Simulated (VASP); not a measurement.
A run of VASP 6.6.1:

The input INCAR:

```
  ALGO = Normal
  EDIFF = 1E-6
  ENCUT = 700
  GGA = RP
  GGA_COMPAT = False
  ISIF = 2
  ISMEAR = 0
  ISPIN = 2
  IVDW = 13
  LASPH = True
  LCHARG = False
  LDAU = True
  LDAUJ = 0 0
  LDAUL = 2 -1
  LDAUPRINT = 1
  LDAUTYPE = 2
  LDAUU = 3.9 0
  LMAXMIX = 4
  LORBIT = 11
  LREAL = False
  LWAVE = False
  MAGMOM = 4.79 0.15
  NBANDS = 22
  NELM = 200
  PREC = Accurate
  SIGMA = 0.05
```

File KPOINTS:

```
k-points
0
Gamma
  10 10 10
```

POSCAR

```
MnO
1.0
    0.0000000000      2.2890782448      2.2890782448
    2.2890782448      0.0000000000      2.2890782448
    2.2890782448      2.2890782448      0.0000000000
Mn O
1 1
Direct
    0.0000000000      0.0000000000      0.0000000000
    0.5000000000      0.5000000000      0.5000000000
```

Potentials or basis: VASP PAW PBE potentials, release 64 (Mn_sv, O).

The run is started by

```bash
$ cat potpaw_PBE.64/Mn_sv/POTCAR potpaw_PBE.64/O/POTCAR > POTCAR
$ mpirun -np 1 vasp_std > vasp.out
```

Hardware: 1 thread of AMD EPYC 9R45 96-Core Processor (Zen 5), with other jobs on the host.

Task: How long does it take, and how much memory?

Result: Wall time 49 s on 1 thread of AMD EPYC 9R45 96-Core Processor (Zen 5) (shared host), peak memory 0.18 GiB. Counts: scf iterations 15, k points 47.
